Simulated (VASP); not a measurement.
# CoO (Pm-3m) in VASP: notebook

CoO is run at these levels: PBE; tasks: single point.

Everything below comes from runs of VASP 6.6.1. Logs are shortened: lines on timing, memory, paths and dates and some standing lists are left out, and cuts for length are marked.

## (1) The cell of the first run

It takes space group Pm-3m (No. 221, cubic). Conventional cell: a = 2.571 Å, b = 2.571 Å, c = 2.571 Å, α = 90.00°, β = 90.00°, γ = 90.00°. Within 2.9 Å of Co (site symmetry m-3m) lie 8 O at 2.23 Å and 6 Co at 2.57 Å. O (site symmetry m-3m) has 8 Co at 2.23 Å and 6 O at 2.57 Å within 2.9 Å.

## (2) Single point, PBE, collinear spin, ferromagnetic start

Contents of INCAR:

```
SYSTEM = CoO
ALGO = Normal
EDIFF = 1E-7
ENCUT = 520
GGA = PE
ISIF = 2
ISMEAR = -1
ISPIN = 2
LASPH = .True.
LCHARG = .False.
LMAXMIX = 4
LORBIT = 11
LREAL = .False.
LWAVE = .False.
MAGMOM = 2 0
NBANDS = 18
NELM = 150
PREC = Accurate
SIGMA = 0.05
```

Contents of KPOINTS:

```
k-points
0
Gamma
  10 10 10
  0 0 0
```

Contents of POSCAR:

```
CoO
1.0
    2.5705263100      0.0000000000      0.0000000000
    0.0000000000      2.5705263100      0.0000000000
    0.0000000000      0.0000000000      2.5705263100
Co O
1 1
Direct
    0.0000000000      0.0000000000      0.0000000000
    0.5000000000      0.5000000000      0.5000000000
```

Potentials or basis: VASP PAW PBE potentials, release 64 (Co, O).

Launch:

```sh
> cat potpaw_PBE.64/Co/POTCAR potpaw_PBE.64/O/POTCAR > POTCAR
> mpirun -np 1 vasp_std > vasp.out
```

OUTCAR:

```text
SYSTEM = CoO
   EDIFF = 1E-7
   ENCUT = 520
   GGA = PE
   ISIF = 2
   ISMEAR = -1
   ISPIN = 2
   LASPH = .True.
   LORBIT = 11
   LREAL = .False.
   NELM = 150
   PREC = Accurate

 ion  position               nearest neighbor table
   1  0.000  0.000  0.000-   2 2.23   2 2.23   2 2.23   2 2.23   2 2.23   2 2.23   2 2.23   2 2.23

   2  0.500  0.500  0.500-   1 2.23   1 2.23   1 2.23   1 2.23   1 2.23   1 2.23   1 2.23   1 2.23

  LATTYP: Found a simple cubic cell.
 ALAT       =     2.5705263100

  Lattice vectors:

 A1 = (   2.5705263100,   0.0000000000,   0.0000000000)
 A2 = (   0.0000000000,   2.5705263100,   0.0000000000)
 A3 = (   0.0000000000,   0.0000000000,   2.5705263100)

Analysis of symmetry for initial positions (statically):
=====================================================================
 Subroutine PRICEL returns:
 Original cell was already a primitive cell.

 Routine SETGRP: Setting up the symmetry group for a
 simple cubic supercell.

 Subroutine GETGRP returns: Found 48 space group operations
 (whereof 48 operations were pure point group operations)
 out of a pool of 48 trial point group operations.

The static configuration has the point symmetry O_h .

Analysis of symmetry for dynamics (positions and initial velocities):
=====================================================================
 Subroutine PRICEL returns:
 Original cell was already a primitive cell.

 Routine SETGRP: Setting up the symmetry group for a
 simple cubic supercell.

 Subroutine GETGRP returns: Found 48 space group operations
 (whereof 48 operations were pure point group operations)
 out of a pool of 48 trial point group operations.

The dynamic configuration has the point symmetry O_h .

Analysis of structural, dynamic, and magnetic symmetry:
=====================================================================
 Subroutine PRICEL returns:
 Original cell was already a primitive cell.

 Routine SETGRP: Setting up the symmetry group for a
 simple cubic supercell.

 Subroutine GETGRP returns: Found 48 space group operations
 (whereof 48 operations were pure point group operations)
 out of a pool of 48 trial point group operations.

The overall configuration has the point symmetry O_h .

 Subroutine INISYM returns: Found 48 space group operations
 (whereof 48 operations are pure point group operations),
 and found     1 'primitive' translations

----------------------------------------------------------------------------------------

                                     Primitive cell

  volume of cell :      16.9850

  direct lattice vectors                    reciprocal lattice vectors
     2.570526310  0.000000000  0.000000000     0.389025390  0.000000000  0.000000000
     0.000000000  2.570526310  0.000000000     0.000000000  0.389025390  0.000000000
     0.000000000  0.000000000  2.570526310     0.000000000  0.000000000  0.389025390

  length of vectors
     2.570526310  2.570526310  2.570526310     0.389025390  0.389025390  0.389025390

  position of ions in fractional coordinates (direct lattice)
     0.000000000  0.000000000  0.000000000
     0.500000000  0.500000000  0.500000000

  ion indices of the primitive-cell ions
   primitive index   ion index
                 1           1
                 2           2

----------------------------------------------------------------------------------------

 KPOINTS: k-points

Automatic generation of k-mesh.
 Grid dimensions read from file:
 generate k-points for:   10   10   10

 Generating k-lattice:

  Cartesian coordinates                     Fractional coordinates (reciprocal lattice)
     0.038902539  0.000000000  0.000000000     0.100000000  0.000000000  0.000000000
     0.000000000  0.038902539  0.000000000     0.000000000  0.100000000  0.000000000
     0.000000000  0.000000000  0.038902539     0.000000000  0.000000000  0.100000000

  Length of vectors
     0.038902539  0.038902539  0.038902539

  Shift w.r.t. Gamma in fractional coordinates (k-lattice)
     0.000000000  0.000000000  0.000000000

 Subroutine IBZKPT returns following result:
 ===========================================

 Found     56 irreducible k-points:

 Following reciprocal coordinates:
            Coordinates               Weight
  0.000000  0.000000  0.000000      1.000000
  0.100000  0.000000  0.000000      6.000000
  0.200000  0.000000  0.000000      6.000000
  0.300000  0.000000  0.000000      6.000000
  0.400000  0.000000  0.000000      6.000000
  0.500000  0.000000  0.000000      3.000000
[... 16 lines left out ...]
  0.200000  0.100000  0.100000     24.000000
  0.300000  0.100000  0.100000     24.000000
 [... further k-points ...]
   k-points           NKPTS =     56   k-points in BZ     NKDIM =     56   number of bands    NBANDS=     18
   number of dos      NEDOS =    301   number of ions     NIONS =      2
   total plane-waves  NPLWV =   8000
   dimension x,y,z NGX =    20 NGY =   20 NGZ =   20
   dimension x,y,z NGXF=    40 NGYF=   40 NGZF=   40
   ions per type =               1   1
   NGX,Y,Z   is equivalent  to a cutoff of  12.93, 12.93, 12.93 a.u.
   NGXF,Y,Z  is equivalent  to a cutoff of  25.87, 25.87, 25.87 a.u.
 SYSTEM =  CoO
   PREC   = accura    normal or accurate (medium, high low for compatibility)
   ISTART =      0    job   : 0-new  1-cont  2-samecut
   ICHARG =      2    charge: 1-file 2-atom 10-const
   ISPIN  =      2    spin polarized calculation?
   LNONCOLLINEAR =      F non collinear calculations
   LSORBIT =      F    spin-orbit coupling
   LASPH  =      T    aspherical Exc in radial PAW
   ENCUT  =  520.0 eV  38.22 Ry    6.18 a.u.   4.78  4.78  4.78*2*pi/ulx,y,z
   NELM   =    150;   NELMIN=  2; NELMDL= -5     # of ELM steps
   EDIFF  = 0.1E-06   stopping-criterion for ELM
   LREAL  =      F    real-space projection
   EDIFFG = 0.1E-05   stopping-criterion for IOM
   NSW    =      0    number of steps for IOM
   IBRION =     -1    ionic relax: 0-MD 1-quasi-New 2-CG
   NFREE  =      0    steps in history (QN), initial steepest desc. (CG)
   ISIF   =      2    stress and relaxation
   ISYM   =      2    0-nonsym 1-usesym 2-fastsym
   POTIM  = 0.5000    time-step for ionic-motion
   TEBEG  =    0.0;   TEEND  =   0.0 temperature during run
   PSTRESS=    0.0 pullay stress
   NELECT =      15.0000    total number of electrons
   NUPDOWN=      -1.0000    fix difference up-down
   EMIN   =  10.00;   EMAX   =-10.00  energy-range for DOS
   EFERMI =   0.00;   METHOD = LEGACY
   ISMEAR =    -1;   SIGMA  =   0.05  broadening in eV -4-tet -1-fermi 0-gaus
   EFERMI_NEDOS =   21; number of points for ismear=-14 and -15
   IALGO  =     38    algorithm
   IMIX   =      4    mixing-type and parameters
     AMIX     =   0.40;   BMIX     =  1.00
     AMIX_MAG =   1.60;   BMIX_MAG =  1.00
  volume/ion in A,a.u.               =       8.49        57.31
  Fermi-wavevector in a.u.,A,eV,Ry     =   1.570664  2.968124 33.565360  2.466984
  Thomas-Fermi vector in A             =   2.672363
   LORBIT       =     11    0 simple, 1 ext, 2 COOP (PROOUT), +10 PAW based schemes
   GGA     = PE    functional components
   LHFCALC =     F    Hartree Fock is set to
   AEXX    =    0.0000 exact exchange contribution
   IVDW    =     0    specifies the selected vdW correction
   LEPSILON=     F    determine dielectric tensor
   LRPA    =     F    only Hartree local field effects (RPA)
 spin polarized calculation
  energy-cutoff  :      520.00
  volume of cell :       16.99
 maximum number of plane-waves:       480
 NGX is ok and might be reduce to    20
   NGX =  9   NGY =  9   NGZ =  9

 number of electron      15.0000020 magnetization       2.9994934

 Free energy of the ion-electron system (eV)
  ---------------------------------------------------
  ext. energy  EPLUGINS =         0.00000000
  ---------------------------------------------------
  free energy    TOTEN  =       -12.37690943 eV

  energy without entropy =      -12.36158301  energy(sigma->0) =      -12.36924622

 E-fermi :   9.4637     XC(G=0): -13.2986

 val. band max:        9.4507640814   @ k =   0.3000   0.3000   0.0000
 cond. band min:       9.4719443259   @ k =   0.5000   0.3000   0.0000
 fundamental gap:      0.0211802445
 Fermi energy:         9.4636503764

 spin component 1

 k-point     1 :       0.0000    0.0000    0.0000
  band No.  band energies     occupation
      1     -11.3685      1.00000
      2       4.9878      1.00000
      3       4.9878      1.00000
      4       6.4861      1.00000
      5       6.4861      1.00000
      6       6.4861      1.00000
[... 10 lines left out ...]
     17      41.8253      0.00000
     18      41.8253      0.00000
[... 463 lines left out ...]
 k-point    24 :       0.3000    0.1000    0.1000
  band No.  band energies     occupation
      1     -10.3602      1.00000
      2       2.0859      1.00000
      3       4.5323      1.00000
      4       4.9987      1.00000
      5       5.5632      1.00000
      6       6.7619      1.00000
[... 10 lines left out ...]
     17      37.2677      0.00000
     18      40.3203      0.00000

 [... further k-points ...]

 spin component 2

 k-point     1 :       0.0000    0.0000    0.0000
  band No.  band energies     occupation
      1     -10.6773      1.00000
      2       6.7219      1.00000
      3       6.7220      1.00000
      4       7.3042      1.00000
      5       7.3042      1.00000
      6       7.3042      1.00000
[... 10 lines left out ...]
     17      42.0027      0.00000
     18      42.0027      0.00000
[... 463 lines left out ...]
 k-point    24 :       0.3000    0.1000    0.1000
  band No.  band energies     occupation
      1      -9.6157      1.00000
      2       2.7997      1.00000
      3       5.9589      1.00000
      4       6.2832      1.00000
      5       7.4571      1.00000
      6       9.0763      0.99957
[... 10 lines left out ...]
     17      37.7829      0.00000
     18      40.8055      0.00000

 [... further k-points ...]

------------------------ aborting loop because EDIFF is reached ----------------------------------------

  FORCE on cell =-STRESS in cart. coord.  units (eV):
  Direction    XX          YY          ZZ          XY          YZ          ZX
  --------------------------------------------------------------------------------------
  -------------------------------------------------------------------------------------
  Total        1.1781216      1.1781216      1.1781216     -0.0000000     -0.0000000     -0.0000000
  in kB      111.1308259    111.1308259    111.1308259     -0.0000000     -0.0000000     -0.0000000
  external PRESSURE =     111.1308259 kB  Pullay stress =       0.0000000 kB

 VOLUME and BASIS-vectors are now :
 -----------------------------------------------------------------------------
  energy-cutoff  :      520.00
  volume of cell :       16.99
      direct lattice vectors                 reciprocal lattice vectors
     2.570526310  0.000000000  0.000000000     0.389025390  0.000000000  0.000000000
     0.000000000  2.570526310  0.000000000     0.000000000  0.389025390  0.000000000
     0.000000000  0.000000000  2.570526310     0.000000000  0.000000000  0.389025390

 POSITION                                       TOTAL-FORCE (eV/Angst)
 -----------------------------------------------------------------------------------
      0.00000      0.00000      0.00000         0.000000      0.000000      0.000000
      1.28526      1.28526      1.28526         0.000000      0.000000      0.000000
 -----------------------------------------------------------------------------------
    total drift:                                0.000000      0.000000      0.000000

  FREE ENERGIE OF THE ION-ELECTRON SYSTEM (eV)
  ---------------------------------------------------
  free  energy   TOTEN  =       -12.3769094336 eV

  energy  without entropy=      -12.3615830052  energy(sigma->0) =      -12.36924622

 total charge

# of ion       s       p       d       tot
------------------------------------------
    1        0.310   0.385   7.196   7.890
    2        1.581   3.375   0.000   4.956
--------------------------------------------------
tot          1.891   3.759   7.196  12.846

 magnetization (x)

# of ion       s       p       d       tot
------------------------------------------
    1       -0.001   0.004   2.489   2.492
    2        0.021   0.431   0.000   0.453
--------------------------------------------------
tot          0.020   0.436   2.489   2.945
```

It took 55 s on 1 thread of Intel Xeon 8259CL, shared host; peak memory 0.15 GiB.

What came out:

| Property | Result |
| --- | --- |
| Free energy | -12.3769 eV |
| Pressure | 11.1 GPa |
| Band gap on the k mesh | zero (filled and empty bands overlap) |
| Net moment | 3.00 μB per cell |
| Site moments | Co +2.49; O +0.45 μB |
| Valence electrons inside the program's atomic spheres | Co 7.89; O 4.96 |

Levels at points of the mesh, in eV from the Fermi level:
Spin up:
| k point | band 7 | band 8 | band 9 | band 10 | band 11 | band 12 |
| --- | --- | --- | --- | --- | --- | --- |
| (0.00, 0.00, 0.00) | -2.53 | -2.53 | -2.53 | 1.06 | 15.78 | 15.78 |
| (0.50, 0.00, 0.00) | -1.59 | -0.28 | -0.28 | 6.52 | 8.53 | 16.57 |
| (0.50, 0.50, 0.00) | -3.15 | -2.01 | -1.55 | 6.00 | 11.61 | 11.61 |
| (0.50, 0.50, 0.50) | -0.25 | -0.25 | -0.25 | 6.92 | 6.92 | 6.92 |
Spin down:
```tsv
k point	band 2	band 3	band 4	band 5	band 6	band 7	band 8	band 9	band 10	band 11
(0.00, 0.00, 0.00)	-2.74	-2.74	-2.16	-2.16	-2.16	0.50	0.50	0.50	1.76	16.32
(0.50, 0.00, 0.00)	-8.52	-3.15	-3.15	-2.27	0.50	0.61	1.90	1.90	6.99	9.54
(0.50, 0.50, 0.00)	-6.02	-6.02	-2.31	-1.14	-0.43	-0.28	-0.28	0.71	7.07	12.27
(0.50, 0.50, 0.50)	-6.54	-6.54	-6.54	0.75	0.75	2.22	2.22	2.22	7.26	7.26
```

Caveat: a cell with one magnetic atom can't hold antiferromagnetic order, which such compounds often take; semilocal functionals often make such compounds metallic where correlation or magnetic order opens a gap, which also shifts bond lengths. With open d or f shells a metallic result of PBE can be an artefact of self-interaction; +U or a hybrid may open a gap.

## (3) Single point, PBE, collinear spin, ferromagnetic start

Contents of INCAR:

```
SYSTEM = CoO
PREC     = Accurate       ! precision mode
ENCUT    = 520            ! plane-wave cutoff, eV
EDIFF    = 1E-6           ! SCF threshold, eV
ISMEAR   = -1             ! smearing method
SIGMA    = 0.05           ! smearing width, eV
LREAL    = .FALSE.        ! projectors in reciprocal space
LASPH    = .TRUE.         ! aspherical terms in the spheres
NELM     = 150            ! most SCF steps
ALGO     = Normal         ! electronic algorithm
ISIF     = 2              ! what is computed and relaxed
LWAVE    = .FALSE.        ! write WAVECAR
LCHARG   = .FALSE.        ! write CHGCAR
ISPIN    = 2              ! spin polarisation
MAGMOM   = 1.71 0         ! initial moments
LORBIT   = 11             ! projections on sites
LMAXMIX  = 4              ! l up to which the mixer works
GGA      = PE             ! functional
NBANDS   = 18             ! bands
```

Contents of KPOINTS:

```
Automatic mesh
0
G
  10 10 10
  0 0 0
```

POSCAR is that of step 2.

Potentials or basis: VASP PAW PBE potentials, release 64 (Co, O).

Launch:

```sh
> cat potpaw_PBE.64/Co/POTCAR potpaw_PBE.64/O/POTCAR > POTCAR
> mpirun -np 1 vasp_std > vasp.out
```

Run time: 58 s. Hardware: 1 thread of Intel Xeon 8259CL, shared host; peak memory 0.15 GiB.

The run converged. Its results:

```
Free energy                                           : -12.3769 eV
Pressure                                              : 11.2 GPa
Band gap on the k mesh                                : zero (filled and empty bands overlap)
Net moment                                            : 3.00 μB per cell
Site moments                                          : Co +2.49; O +0.45 μB
Valence electrons inside the program's atomic spheres : Co 7.89; O 4.96
```

Levels at points of the mesh, in eV from the Fermi level:
Spin up:
```
           k point  band 6  band 7  band 8  band 9  band 10  band 11  band 12  band 13
(0.00, 0.00, 0.00)   -2.98   -2.53   -2.53   -2.53     1.06    15.79    15.79    20.74
(0.50, 0.00, 0.00)   -2.44   -1.59   -0.28   -0.28     6.52     8.53    16.57    18.16
(0.50, 0.50, 0.00)   -3.14   -3.14   -2.01   -1.55     6.00    11.61    11.61    17.25
(0.50, 0.50, 0.50)   -1.51   -0.25   -0.25   -0.25     6.92     6.92     6.92    15.52
```
Spin down:
```tsv
k point	band 3	band 4	band 5	band 6	band 7	band 8	band 9	band 10
(0.00, 0.00, 0.00)	-2.74	-2.16	-2.16	-2.16	0.50	0.50	0.50	1.76
(0.50, 0.00, 0.00)	-3.15	-3.15	-2.27	0.50	0.61	1.90	1.90	6.99
(0.50, 0.50, 0.00)	-6.02	-2.31	-1.13	-0.43	-0.28	-0.28	0.71	7.07
(0.50, 0.50, 0.50)	-6.54	-6.54	0.75	0.75	2.22	2.22	2.22	7.26
```

Caveat: a cell with one magnetic atom can't hold antiferromagnetic order, which such compounds often take; semilocal functionals often make such compounds metallic where correlation or magnetic order opens a gap, which also shifts bond lengths.
